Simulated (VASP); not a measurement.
# BN (P4_2/mnm) in VASP: further runs

Runs on BN. Level: PBE. Tasks: single point.

All numbers are computed with VASP 6.6.1; they aren't measurements. Logs are shortened: lines on timing, memory, paths and dates and some standing lists are left out, and cuts for length are marked.

**1. The cell of the first run**

The structure is tetragonal, space group P4_2/mnm (No. 136). Conventional cell: a = 4.423 Å, b = 4.423 Å, c = 2.779 Å, α = 90.00°, β = 90.00°, γ = 90.00°. B (site symmetry m2m) has 4 N at 1.60 to 1.64 Å within 2.1 Å. Within 2.1 Å of N (site symmetry m2m) lie 4 B at 1.60 to 1.64 Å.

**2. Single point, PBE**

INCAR reads:

```
SYSTEM = BN
PREC = Accurate
ENCUT = 520
EDIFF = 1E-6
ISMEAR = 0
SIGMA = 0.05
LREAL = .FALSE.
LASPH = .TRUE.
NELM = 80
ALGO = Normal
ISIF = 2
LWAVE = .FALSE.
LCHARG = .TRUE.
GGA = PE
LELF = .TRUE.
LVHAR = .TRUE.
NBANDS = 26
```

KPOINTS reads:

```
Automatic mesh
0
G
  6 6 10
  0 0 0
```

POSCAR reads:

```
BN
1.0
    4.4226829661      0.0000000000      0.0000000000
    0.0000000000      4.4226829661      0.0000000000
    0.0000000000      0.0000000000      2.7786000000
B N
4 4
Direct
    0.1742811368      0.8257188632      0.5000000000
    0.3257188632      0.3257188632      0.0000000000
    0.6742811368      0.6742811368      0.0000000000
    0.8257188632      0.1742811368      0.5000000000
    0.8126115048      0.8126115048      0.5000000000
    0.3126115048      0.6873884952      0.0000000000
    0.6873884952      0.3126115048      0.0000000000
    0.1873884952      0.1873884952      0.5000000000
```

Potentials or basis: VASP PAW PBE potentials, release 64 (B, N).

Command:

```sh
$ cat potpaw_PBE.64/B/POTCAR potpaw_PBE.64/N/POTCAR > POTCAR
$ mpirun -np 1 vasp_std > vasp.out
```

OUTCAR:

```text
SYSTEM = BN
   PREC = Accurate
   ENCUT = 520
   EDIFF = 1E-6
   ISMEAR = 0
   LREAL = .FALSE.
   LASPH = .TRUE.
   NELM = 80
   ISIF = 2
   GGA = PE

 ion  position               nearest neighbor table
   1  0.174  0.826  0.500-   5 1.60   8 1.60   6 1.64   6 1.64
   2  0.326  0.326  0.000-   6 1.60   7 1.60   8 1.64   8 1.64
   3  0.674  0.674  0.000-   6 1.60   7 1.60   5 1.64   5 1.64
   4  0.826  0.174  0.500-   5 1.60   8 1.60   7 1.64   7 1.64
   5  0.813  0.813  0.500-   1 1.60   4 1.60   3 1.64   3 1.64
   6  0.313  0.687  0.000-   2 1.60   3 1.60   1 1.64   1 1.64
   7  0.687  0.313  0.000-   2 1.60   3 1.60   4 1.64   4 1.64
   8  0.187  0.187  0.500-   1 1.60   4 1.60   2 1.64   2 1.64

  LATTYP: Found a simple tetragonal cell.
 ALAT       =     4.4226829661
 C/A-ratio  =     0.6282611757

  Lattice vectors:

 A1 = (   4.4226829661,   0.0000000000,   0.0000000000)
 A2 = (   0.0000000000,   4.4226829661,   0.0000000000)
 A3 = (   0.0000000000,   0.0000000000,   2.7786000000)

Analysis of symmetry for initial positions (statically):
=====================================================================
 Subroutine PRICEL returns:
 Original cell was already a primitive cell.

 Routine SETGRP: Setting up the symmetry group for a
 simple tetragonal supercell.

 Subroutine GETGRP returns: Found 16 space group operations
 (whereof  8 operations were pure point group operations)
 out of a pool of 16 trial point group operations.

The static configuration has the point symmetry D_2h.
 The point group associated with its full space group is D_4h.

Analysis of symmetry for dynamics (positions and initial velocities):
=====================================================================
 Subroutine PRICEL returns:
 Original cell was already a primitive cell.

 Routine SETGRP: Setting up the symmetry group for a
 simple tetragonal supercell.

 Subroutine GETGRP returns: Found 16 space group operations
 (whereof  8 operations were pure point group operations)
 out of a pool of 16 trial point group operations.

The dynamic configuration has the point symmetry D_2h.
 The point group associated with its full space group is D_4h.

 Subroutine INISYM returns: Found 16 space group operations
 (whereof  8 operations are pure point group operations),
 and found     1 'primitive' translations

----------------------------------------------------------------------------------------
[... 105 lines left out ...]
   EDIFF  = 0.1E-05   stopping-criterion for ELM
   LREAL  =      F    real-space projection
   EDIFFG = 0.1E-04   stopping-criterion for IOM
   NSW    =      0    number of steps for IOM
   IBRION =     -1    ionic relax: 0-MD 1-quasi-New 2-CG
   NFREE  =      0    steps in history (QN), initial steepest desc. (CG)
   ISIF   =      2    stress and relaxation
   ISYM   =      2    0-nonsym 1-usesym 2-fastsym
   POTIM  = 0.5000    time-step for ionic-motion
   TEBEG  =    0.0;   TEEND  =   0.0 temperature during run
   PSTRESS=    0.0 pullay stress
   NELECT =      32.0000    total number of electrons
   NUPDOWN=      -1.0000    fix difference up-down
   EMIN   =  10.00;   EMAX   =-10.00  energy-range for DOS
   EFERMI =   0.00;   METHOD = LEGACY
   ISMEAR =     0;   SIGMA  =   0.05  broadening in eV -4-tet -1-fermi 0-gaus
   EFERMI_NEDOS =   21; number of points for ismear=-14 and -15
   IALGO  =     38    algorithm
   IMIX   =      4    mixing-type and parameters
     AMIX     =   0.40;   BMIX     =  1.00
     AMIX_MAG =   1.60;   BMIX_MAG =  1.00
  volume/ion in A,a.u.               =       6.79        45.85
  Fermi-wavevector in a.u.,A,eV,Ry     =   1.372121  2.592932 25.615891  1.882715
  Thomas-Fermi vector in A             =   2.497756
   LORBIT       =      0    0 simple, 1 ext, 2 COOP (PROOUT), +10 PAW based schemes
   GGA     = PE    functional components
   LHFCALC =     F    Hartree Fock is set to
   AEXX    =    0.0000 exact exchange contribution
   IVDW    =     0    specifies the selected vdW correction
   LEPSILON=     F    determine dielectric tensor
   LRPA    =     F    only Hartree local field effects (RPA)
 non-spin polarized calculation
 Gauss-broadening in eV      SIGMA  =   0.05
  energy-cutoff  :      520.00
  volume of cell :       54.35
 maximum number of plane-waves:      1492
 NGX is ok and might be reduce to    36
   NGX = 17   NGY = 17   NGZ = 11

 number of electron      32.0000009 magnetization

 Free energy of the ion-electron system (eV)
  ---------------------------------------------------
  ext. energy  EPLUGINS =         0.00000000
  ---------------------------------------------------
  free energy    TOTEN  =       -68.00260204 eV

  energy without entropy =      -68.00260204  energy(sigma->0) =      -68.00260204

 E-fermi :   6.3081     XC(G=0): -12.0494

 val. band max:        6.0140865602   @ k =   0.0000   0.0000   0.0000
 cond. band min:      10.5983741060   @ k =   0.0000   0.0000   0.0000
 fundamental gap:      4.5842875458
 Fermi energy:         6.3080849491

 k-point     1 :       0.0000    0.0000    0.0000
  band No.  band energies     occupation
      1     -13.2875      2.00000
      2      -9.3596      2.00000
      3      -9.2391      2.00000
      4      -9.2391      2.00000
      5      -2.8017      2.00000
      6      -2.4294      2.00000
[... 685 lines left out ...]
     25      16.4771      0.00000
     26      16.4771      0.00000

 [... further k-points ...]
[... 5 lines left out ...]
  --------------------------------------------------------------------------------------
  -------------------------------------------------------------------------------------
  Total       -2.0772550     -2.0772550    -21.8212871      0.0000000      0.0000000      0.0000000
  in kB      -61.2354255    -61.2354255   -643.2699987      0.0000000      0.0000000      0.0000000
  external PRESSURE =    -255.2469499 kB  Pullay stress =       0.0000000 kB

 VOLUME and BASIS-vectors are now :
 -----------------------------------------------------------------------------
  energy-cutoff  :      520.00
  volume of cell :       54.35
      direct lattice vectors                 reciprocal lattice vectors
     4.422682966  0.000000000  0.000000000     0.226107096  0.000000000  0.000000000
     0.000000000  4.422682966  0.000000000     0.000000000  0.226107096  0.000000000
     0.000000000  0.000000000  2.778600000     0.000000000  0.000000000  0.359893472

 POSITION                                       TOTAL-FORCE (eV/Angst)
 -----------------------------------------------------------------------------------
      0.77079      3.65189      1.38930        -0.055446      0.055446      0.000000
      1.44055      1.44055      0.00000         0.055446      0.055446      0.000000
      2.98213      2.98213      0.00000        -0.055446     -0.055446     -0.000000
      3.65189      0.77079      1.38930         0.055446     -0.055446     -0.000000
      3.59392      3.59392      1.38930        -0.232890     -0.232890      0.000000
      1.38258      3.04010      0.00000        -0.232890      0.232890     -0.000000
      3.04010      1.38258      0.00000         0.232890     -0.232890      0.000000
      0.82876      0.82876      1.38930         0.232890      0.232890     -0.000000
 -----------------------------------------------------------------------------------
    total drift:                                0.000000      0.000000      0.000000

  FREE ENERGIE OF THE ION-ELECTRON SYSTEM (eV)
  ---------------------------------------------------
  free  energy   TOTEN  =       -68.0026020401 eV

  energy  without entropy=      -68.0026020401  energy(sigma->0) =      -68.00260204
```

OSZICAR:

```text
N       E                     dE             d eps       ncg     rms          rms(c)
DAV:   1     0.109013740097E+03    0.10901E+03   -0.16618E+04  3120   0.119E+03
DAV:   2    -0.643665623702E+02   -0.17338E+03   -0.16294E+03  4214   0.268E+02
DAV:   3    -0.716314519052E+02   -0.72649E+01   -0.72151E+01  4278   0.517E+01
DAV:   4    -0.716902610807E+02   -0.58809E-01   -0.58733E-01  3968   0.496E+00
DAV:   5    -0.716910451160E+02   -0.78404E-03   -0.78354E-03  4228   0.541E-01    0.127E+01
DAV:   6    -0.682235098626E+02    0.34675E+01   -0.92200E+00  3970   0.172E+01    0.572E+00
DAV:   7    -0.680488434277E+02    0.17467E+00   -0.50835E-01  3840   0.441E+00    0.365E+00
DAV:   8    -0.680047964862E+02    0.44047E-01   -0.14237E-01  3604   0.231E+00    0.370E-01
DAV:   9    -0.680018518584E+02    0.29446E-02   -0.11208E-02  4050   0.730E-01    0.174E-01
DAV:  10    -0.680025227956E+02   -0.67094E-03   -0.14850E-03  3744   0.242E-01    0.552E-02
DAV:  11    -0.680025851968E+02   -0.62401E-04   -0.20907E-04  3992   0.917E-02    0.246E-02
DAV:  12    -0.680026010186E+02   -0.15822E-04   -0.27822E-05  3826   0.370E-02    0.619E-03
DAV:  13    -0.680026021415E+02   -0.11229E-05   -0.38657E-06  3932   0.136E-02    0.239E-03
DAV:  14    -0.680026020401E+02    0.10142E-06   -0.27394E-07  1952   0.412E-03
   1 F= -.68002602E+02 E0= -.68002602E+02  d E =-.151292E-18
```

stdout:

```text
POSCAR found type information on POSCAR B N
 POSCAR found :  2 types and       8 ions
 scaLAPACK will be used
 LDA part: xc-table for (Slater+PW92), standard interpolation
 POSCAR, INCAR and KPOINTS ok, starting setup
 FFT: planning ... GRIDC
 FFT: planning ... GRID_SOFT
 FFT: planning ... GRID
 WAVECAR not read
 entering main loop
```

It took 65 s on 1 thread of Intel Xeon Platinum 8259CL at 2.50GHz (Skylake/Cascade Lake), shared host; peak memory 0.2 GiB.

What came out:

```yaml
Free_energy: -68.0026 eV
Pressure: -25.5 GPa
Largest_force: 0.329 eV/Å
Band_gap_on_the_k_mesh: 4.58 eV, direct
```

Forces in eV/Å, atoms in the order of the input:
```
B   -0.055  0.055  0.000
B    0.055  0.055  0.000
B   -0.055 -0.055  0.000
B    0.055 -0.055  0.000
N   -0.233 -0.233  0.000
N   -0.233  0.233  0.000
N    0.233 -0.233  0.000
N    0.233  0.233  0.000
```

Stress tensor (GPa, compression positive):
```
 -6.12   0.00   0.00
  0.00  -6.12   0.00
  0.00   0.00 -64.33
```

Levels at points of the mesh, in eV from the valence-band top:
```
           k point  band 12  band 13  band 14  band 15  band 16  band 17  band 18  band 19  band 20  band 21
(0.00, 0.00, 0.00)    -2.71    -0.76    -0.71     0.00     0.00     4.58     6.01     7.53     7.53     7.67
(0.50, 0.00, 0.00)    -3.01    -1.78    -1.78    -1.37    -1.37     5.80     5.80     7.43     7.43     8.54
(0.50, 0.50, 0.00)    -3.65    -2.93    -2.93    -1.98    -1.98     6.22     6.22     6.77     6.77     7.49
(0.00, 0.00, 0.50)    -5.00    -3.74    -3.74    -3.29    -3.29     6.29     6.29    10.06    10.06    11.33
(0.50, 0.00, 0.50)    -4.43    -3.57    -3.57    -1.74    -1.74     6.66     6.66     8.61     8.61     9.07
(0.50, 0.50, 0.50)    -3.06    -3.05    -3.05    -2.21    -2.21     6.05     6.05     6.84     6.84     8.43
```

A k mesh can miss the band edges.

[end of part 1 of 3]
